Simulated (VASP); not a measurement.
The system is MgS.

```
CELL_PARAMETERS angstrom
4.05921 0.00000 0.00000
-2.02961 3.51538 0.00000
0.00000 0.00000 5.07375
ATOMIC_POSITIONS crystal
Mg 0.33333 0.66667 0.25000
Mg 0.66667 0.33333 0.75000
S 0.66667 0.33333 0.25000
S 0.33333 0.66667 0.75000
```

| Quantity | Value |
| --- | --- |
| Program | VASP 6.6.1 |
| Task | relaxation of cell and atoms |
| Functional | PBE |
| Potentials or basis | VASP PAW PBE potentials, release 64 (Mg, S) |
| Cutoff | 600 eV |
| k mesh | 6 × 6 × 4 |
| Occupations | fermi-dirac, width 0.02 eV |
| Spin | no spin polarisation |

At the start: pressure 14.4 GPa; volume 18.10 Å³/atom.

Question: Where does the relaxation end?

Answer: Over 7 steps the energy falls by 131.5 meV/atom and the volume is 21.42 Å³/atom (+18.3 %); space group P6_3/mmc (No. 194, to 0.05 Å).

Step by step:
| step | energy change (eV) | largest force (eV/Å) | pressure (GPa) | volume (Å³) |
| --- | --- | --- | --- | --- |
| 1 | 0.0000 | 0.0000 | 14.45 | 72.40 |
| 2 | -0.4720 | 0.0000 | -3.16 | 90.88 |
| 3 | -0.5258 | 0.0000 | 0.08 | 85.58 |
| 4 | -0.5258 | 0.0000 | -0.12 | 85.86 |
| 5 | -0.5258 | 0.0000 | 0.02 | 85.67 |
| 6 | -0.5258 | 0.0000 | 0.02 | 85.66 |
| 7 | -0.5259 | 0.0000 | 0.01 | 85.67 |

Final structure:
```cif
data_structure
_symmetry_space_group_name_H-M 'P 1'
_symmetry_Int_Tables_number 1
_cell_length_a 4.3143
_cell_length_b 4.3143
_cell_length_c 5.3148
_cell_angle_alpha 90.000
_cell_angle_beta 90.000
_cell_angle_gamma 120.000
_cell_volume 85.67
loop_
_atom_site_label
_atom_site_type_symbol
_atom_site_fract_x
_atom_site_fract_y
_atom_site_fract_z
_atom_site_occupancy
Mg1 Mg 0.33333 0.66667 0.25000 1
Mg2 Mg 0.66667 0.33333 0.75000 1
S1 S 0.66667 0.33333 0.25000 1
S2 S 0.33333 0.66667 0.75000 1
```

Caveat: the volume moved by over 15 % at a fixed basis, so the end points are rough.
